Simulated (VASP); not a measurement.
# TaN in VASP: notebook, part 2 of 2

VASP 6.6.1.

**5. Single point, PBE (zz strain of -1 %)**

INCAR

```
SYSTEM = TaN
PREC     = Accurate       ! precision mode
ENCUT    = 520            ! plane-wave cutoff, eV
EDIFF    = 1E-6           ! SCF threshold, eV
ISMEAR   = -1             ! smearing method
SIGMA    = 0.01           ! smearing width, eV
LREAL    = .False.        ! projectors in reciprocal space
LASPH    = .True.         ! aspherical terms in the spheres
NELM     = 100            ! most SCF steps
ALGO     = Normal         ! electronic algorithm
ISIF     = 2              ! what is computed and relaxed
LWAVE    = .False.        ! write WAVECAR
LCHARG   = .False.        ! write CHGCAR
GGA      = PE             ! functional
NBANDS   = 24             ! bands
```

KPOINTS

```
Automatic mesh
0
Gamma
  9 9 5
  0 0 0
```

POSCAR

```
TaN
1.0
    3.0500010905      0.0000000000      0.0000000000
   -1.5250005453      2.6413784260      0.0000000000
    0.0000000000      0.0000000000      4.8906000000
Ta N
2 2
Direct
    0.3333333333      0.6666666667      0.0000000000
    0.6666666667      0.3333333333      0.5000000000
    0.3333333333      0.6666666667      0.3850000000
    0.6666666667      0.3333333333      0.8850000000
```

Potentials or basis: VASP PAW PBE potentials, release 64 (Ta_pv, N).

On the command line:

```bash
$ cat potpaw_PBE.64/Ta_pv/POTCAR potpaw_PBE.64/N/POTCAR > POTCAR
$ mpirun -np 1 vasp_std > vasp.out
```

OUTCAR:

```text
SYSTEM = TaN
   PREC = Accurate
   ENCUT = 520
   EDIFF = 1E-6
   ISMEAR = -1
   LREAL = .False.
   LASPH = .True.
   NELM = 100
   ISIF = 2
   GGA = PE

 ion  position               nearest neighbor table
   1  0.333  0.667  0.000-   4 1.85   4 1.85   4 1.85   3 1.88   2 3.01   2 3.01   2 3.01   2 3.01
                             2 3.01   2 3.01
   2  0.667  0.333  0.500-   3 1.85   3 1.85   3 1.85   4 1.88   1 3.01   1 3.01   1 3.01   1 3.01
                             1 3.01   1 3.01
   3  0.333  0.667  0.385-   2 1.85   2 1.85   2 1.85   1 1.88
   4  0.667  0.333  0.885-   1 1.85   1 1.85   1 1.85   2 1.88
[... 852 lines left out ...]
  --------------------------------------------------------------------------------------
  -------------------------------------------------------------------------------------
  Total       37.9633751     37.9633751     32.8181898     -0.0000000     -0.0000000      0.0000000
  in kB     1543.7701322   1543.7701323   1334.5425967     -0.0000000     -0.0000000      0.0000000
  external PRESSURE =    1474.0276204 kB  Pullay stress =       0.0000000 kB

 VOLUME and BASIS-vectors are now :
 -----------------------------------------------------------------------------
  energy-cutoff  :      520.00
  volume of cell :       39.40
      direct lattice vectors                 reciprocal lattice vectors
     3.050001090  0.000000000  0.000000000     0.327868735  0.189295103  0.000000000
    -1.525000545  2.641378426  0.000000000     0.000000000  0.378590205  0.000000000
     0.000000000  0.000000000  4.890600000     0.000000000  0.000000000  0.204473889

 POSITION                                       TOTAL-FORCE (eV/Angst)
 -----------------------------------------------------------------------------------
     -0.00000      1.76092      0.00000        -0.000000      0.000000      1.770641
      1.52500      0.88046      2.44530         0.000000     -0.000000      1.770641
     -0.00000      1.76092      1.88288         0.000000     -0.000000     -1.770641
      1.52500      0.88046      4.32818        -0.000000      0.000000     -1.770641
 -----------------------------------------------------------------------------------
    total drift:                               -0.000000      0.000000     -0.000143

  FREE ENERGIE OF THE ION-ELECTRON SYSTEM (eV)
  ---------------------------------------------------
  free  energy   TOTEN  =       -37.3391325245 eV

  energy  without entropy=      -37.3379407151  energy(sigma->0) =      -37.33853662
```

OSZICAR:

```text
N       E                     dE             d eps       ncg     rms          rms(c)
DAV:   1     0.291649214842E+03    0.29165E+03   -0.17806E+04  1728   0.143E+03
DAV:   2    -0.303790760994E+02   -0.32203E+03   -0.30628E+03  2064   0.429E+02
DAV:   3    -0.444923028551E+02   -0.14113E+02   -0.13968E+02  2168   0.895E+01
DAV:   4    -0.446184225507E+02   -0.12612E+00   -0.12607E+00  1896   0.904E+00
DAV:   5    -0.446197246697E+02   -0.13021E-02   -0.13017E-02  2208   0.801E-01    0.611E+01
DAV:   6    -0.374361082416E+02    0.71836E+01   -0.23671E+01  2024   0.384E+01    0.260E+01
DAV:   7    -0.373770439223E+02    0.59064E-01   -0.93017E-01  1824   0.776E+00    0.137E+01
DAV:   8    -0.373431150785E+02    0.33929E-01   -0.45690E-02  2120   0.154E+00    0.161E+00
DAV:   9    -0.373390674957E+02    0.40476E-02   -0.10764E-02  2056   0.777E-01    0.127E-01
DAV:  10    -0.373391372419E+02   -0.69746E-04   -0.50364E-04  2016   0.181E-01    0.282E-02
DAV:  11    -0.373391325531E+02    0.46888E-05   -0.11444E-05  2136   0.290E-02    0.110E-02
DAV:  12    -0.373391325245E+02    0.28541E-07   -0.19589E-06  1368   0.126E-02
   1 F= -.37339133E+02 E0= -.37338537E+02  d E =-.119181E-02
```

stdout:

```text
POSCAR found type information on POSCAR TaN
 POSCAR found :  2 types and       4 ions
 scaLAPACK will be used
 LDA part: xc-table for (Slater+PW92), standard interpolation
 POSCAR, INCAR and KPOINTS ok, starting setup
 FFT: planning ... GRIDC
 FFT: planning ... GRID_SOFT
 FFT: planning ... GRID
 WAVECAR not read
 entering main loop
```

Wall time 15 s (1 thread of Intel Xeon 6975P-C (Granite Rapids), shared host); peak memory 0.17 GiB.

Results:

- Free energy: -37.3391 eV
- Pressure: 147.4 GPa
- Largest force: 1.771 eV/Å
- Band gap on the k mesh: zero (band 16 reaches 10.45 eV, above the bottom of band 17 at 8.24 eV)

Forces on the atoms (eV/Å):
```
Ta   0.000  0.000  1.771
Ta   0.000  0.000  1.771
N    0.000  0.000 -1.771
N    0.000  0.000 -1.771
```

Stress tensor (GPa, compression positive):
```
154.38   0.00   0.00
  0.00 154.38   0.00
  0.00   0.00 133.45
```

Levels at points of the mesh, in eV from the Fermi level:
```csv
k point,band 12,band 13,band 14,band 15,band 16,band 17,band 18,band 19,band 20,band 21
"(0.00, 0.00, 0.00)",-7.92,-7.92,-7.48,-0.91,-0.91,-0.32,2.12,2.69,2.69,4.57
```

Caveat: the cell differs from its parent crystal (zz strain of -1 %); spin-orbit coupling is left out, which moves the levels of the heavy elements; forces of over 1 eV/Å act on the atoms, so gaps and moduli don't describe the material at rest.

**6. Single point, PBE (volume scaled by 0.94)**

INCAR

```
SYSTEM = TaN
ALGO = Normal
EDIFF = 1E-6
ENCUT = 520
GGA = PE
ISIF = 2
ISMEAR = -1
LASPH = .TRUE.
LCHARG = .FALSE.
LREAL = .FALSE.
LWAVE = .FALSE.
NBANDS = 24
NELM = 80
PREC = Accurate
SIGMA = 0.01
```

KPOINTS

```
k-points
0
G
  9 9 5
  0 0 0
```

POSCAR

```
TaN
1.0
    2.9877386998      0.0000000000      0.0000000000
   -1.4938693500      2.5874576140      0.0000000000
    0.0000000000      0.0000000000      4.8391553770
Ta N
2 2
Direct
    0.3333333333      0.6666666667      0.0000000000
    0.6666666667      0.3333333333      0.5000000000
    0.3333333333      0.6666666667      0.3850000000
    0.6666666667      0.3333333333      0.8850000000
```

Potentials or basis: VASP PAW PBE potentials, release 64 (Ta_pv, N).

On the command line:

```bash
$ cat potpaw_PBE.64/Ta_pv/POTCAR potpaw_PBE.64/N/POTCAR > POTCAR
$ mpirun -np 1 vasp_std > vasp.out
```

OUTCAR:

```text
SYSTEM = TaN
   EDIFF = 1E-6
   ENCUT = 520
   GGA = PE
   ISIF = 2
   ISMEAR = -1
   LASPH = .TRUE.
   LREAL = .FALSE.
   NELM = 80
   PREC = Accurate

 ion  position               nearest neighbor table
   1  0.333  0.667  0.000-   4 1.81   4 1.81   4 1.81   3 1.86   2 2.97   2 2.97   2 2.97   2 2.97
                             2 2.97   2 2.97
   2  0.667  0.333  0.500-   3 1.81   3 1.81   3 1.81   4 1.86   1 2.97   1 2.97   1 2.97   1 2.97
                             1 2.97   1 2.97
   3  0.333  0.667  0.385-   2 1.81   2 1.81   2 1.81   1 1.86
   4  0.667  0.333  0.885-   1 1.81   1 1.81   1 1.81   2 1.86

  LATTYP: Found a hexagonal cell.
 ALAT       =     2.9877386998
 C/A-ratio  =     1.6196715520

  Lattice vectors:

 A1 = (   2.9877386998,   0.0000000000,   0.0000000000)
 A2 = (  -1.4938693500,   2.5874576140,   0.0000000000)
 A3 = (   0.0000000000,   0.0000000000,   4.8391553770)

Analysis of symmetry for initial positions (statically):
=====================================================================
 Subroutine PRICEL returns:
 Original cell was already a primitive cell.

 Routine SETGRP: Setting up the symmetry group for a
 hexagonal supercell.

 Subroutine GETGRP returns: Found 12 space group operations
 (whereof  6 operations were pure point group operations)
 out of a pool of 24 trial point group operations.

The static configuration has the point symmetry C_3v.
 The point group associated with its full space group is C_6v.

Analysis of symmetry for dynamics (positions and initial velocities):
=====================================================================
 Subroutine PRICEL returns:
 Original cell was already a primitive cell.

 Routine SETGRP: Setting up the symmetry group for a
 hexagonal supercell.

 Subroutine GETGRP returns: Found 12 space group operations
 (whereof  6 operations were pure point group operations)
 out of a pool of 24 trial point group operations.
[... 123 lines left out ...]
   IALGO  =     38    algorithm
   IMIX   =      4    mixing-type and parameters
     AMIX     =   0.40;   BMIX     =  1.00
     AMIX_MAG =   1.60;   BMIX_MAG =  1.00
  volume/ion in A,a.u.               =       9.35        63.11
  Fermi-wavevector in a.u.,A,eV,Ry     =   1.554043  2.936715 32.858743  2.415049
  Thomas-Fermi vector in A             =   2.658186
   LORBIT       =      0    0 simple, 1 ext, 2 COOP (PROOUT), +10 PAW based schemes
   GGA     = PE    functional components
   LHFCALC =     F    Hartree Fock is set to
   AEXX    =    0.0000 exact exchange contribution
   IVDW    =     0    specifies the selected vdW correction
   LEPSILON=     F    determine dielectric tensor
   LRPA    =     F    only Hartree local field effects (RPA)
 non-spin polarized calculation
  energy-cutoff  :      520.00
  volume of cell :       37.41
 maximum number of plane-waves:      1026
 NGX is ok and might be reduce to    24
   NGX = 11   NGY = 11   NGZ = 17

 number of electron      32.0000000 magnetization

 Free energy of the ion-electron system (eV)
  ---------------------------------------------------
  ext. energy  EPLUGINS =         0.00000000
  ---------------------------------------------------
  free energy    TOTEN  =       -35.20113811 eV

  energy without entropy =      -35.19980694  energy(sigma->0) =      -35.20047252

 E-fermi :  10.4954     XC(G=0): -13.8929

 val. band max:       10.4953596255   @ k =   0.2222   0.0000   0.0000
 cond. band min:      10.5057620964   @ k =   0.1111   0.0000   0.4000
 fundamental gap:      0.0104024709
 Fermi energy:        10.4954151512

 k-point     1 :       0.0000    0.0000    0.0000
  band No.  band energies     occupation
      1     -25.8185      2.00000
      2     -24.4579      2.00000
      3     -24.4579      2.00000
      4     -24.2206      2.00000
      5     -24.2206      2.00000
      6     -24.1373      2.00000
[... 637 lines left out ...]
     23      18.8529      0.00000
     24      18.8529      0.00000

 [... further k-points ...]

------------------------ aborting loop because EDIFF is reached ----------------------------------------

  FORCE on cell =-STRESS in cart. coord.  units (eV):
  Direction    XX          YY          ZZ          XY          YZ          ZX
  --------------------------------------------------------------------------------------
  -------------------------------------------------------------------------------------
  Total       47.1685164     47.1685164     39.5240708     -0.0000000      0.0000000      0.0000000
  in kB     2020.1209641   2020.1209642   1692.7266335     -0.0000001      0.0000000      0.0000000
  external PRESSURE =    1910.9895206 kB  Pullay stress =       0.0000000 kB

 VOLUME and BASIS-vectors are now :
 -----------------------------------------------------------------------------
  energy-cutoff  :      520.00
  volume of cell :       37.41
      direct lattice vectors                 reciprocal lattice vectors
     2.987738700  0.000000000  0.000000000     0.334701291  0.193239880  0.000000000
    -1.493869350  2.587457614  0.000000000     0.000000000  0.386479761  0.000000000
     0.000000000  0.000000000  4.839155377     0.000000000  0.000000000  0.206647632

 POSITION                                       TOTAL-FORCE (eV/Angst)
 -----------------------------------------------------------------------------------
     -0.00000      1.72497      0.00000        -0.000000      0.000000      2.508570
      1.49387      0.86249      2.41958        -0.000000      0.000000      2.508570
     -0.00000      1.72497      1.86307        -0.000000     -0.000000     -2.508570
      1.49387      0.86249      4.28265         0.000000      0.000000     -2.508570
 -----------------------------------------------------------------------------------
    total drift:                               -0.000000     -0.000000     -0.000679

  FREE ENERGIE OF THE ION-ELECTRON SYSTEM (eV)
  ---------------------------------------------------
  free  energy   TOTEN  =       -35.2011381116 eV

  energy  without entropy=      -35.1998069367  energy(sigma->0) =      -35.20047252
```

stdout:

```text
POSCAR found type information on POSCAR TaN
 POSCAR found :  2 types and       4 ions
 scaLAPACK will be used
 LDA part: xc-table for (Slater+PW92), standard interpolation
 POSCAR, INCAR and KPOINTS ok, starting setup
 FFT: planning ... GRIDC
 FFT: planning ... GRID_SOFT
 FFT: planning ... GRID
 WAVECAR not read
 entering main loop
```

Wall time 40 s (1 thread of Intel Xeon 8259CL, shared host); peak memory 0.17 GiB.

Results:

- Free energy: -35.2011 eV
- Pressure: 191.1 GPa
- Largest force: 2.509 eV/Å
- Band gap on the k mesh: zero (band 16 reaches 11.08 eV, above the bottom of band 17 at 8.71 eV)

Forces on the atoms (eV/Å):
```
Ta   0.000  0.000  2.509
Ta   0.000  0.000  2.509
N    0.000  0.000 -2.509
N    0.000  0.000 -2.509
```

Caveat: spin-orbit coupling is left out, which moves the levels of the heavy elements; forces of over 1 eV/Å act on the atoms, so gaps and moduli don't describe the material at rest.

**7. The runs side by side**

```csv
cell,gap on the mesh (eV),pressure (GPa),largest force (eV/Å)
"a = 3.050, b = 3.050, c = 4.940 Å, angles 90.0, 90.0, 120.0°, 4 atoms",none,140.4,2.36
"a = 3.050, b = 3.063, c = 4.940 Å, angles 90.2, 90.6, 120.4°, 4 atoms",none,140.5,2.45
"a = 3.050, b = 3.050, c = 5.088 Å, angles 90.0, 90.0, 120.0°, 4 atoms",none,121.5,3.67
"a = 3.050, b = 3.050, c = 4.891 Å, angles 90.0, 90.0, 120.0°, 4 atoms",none,147.4,1.77
"a = 2.988, b = 2.988, c = 4.839 Å, angles 90.0, 90.0, 120.0°, 4 atoms",none,191.1,2.51
```

Alike in all rows: task single point; level PBE; potentials or basis VASP PAW PBE potentials, release 64 (Ta_pv, N); no spin polarisation; k mesh 9 × 9 × 5; cutoff (eV) 520; smearing fermi-dirac 0.01 eV.

Caveats: spin-orbit coupling is left out, which moves the levels of the heavy elements; forces of over 1 eV/Å act on the atoms, so gaps and moduli don't describe the material at rest.

Absolute energies hang on the potentials; compare differences alone.
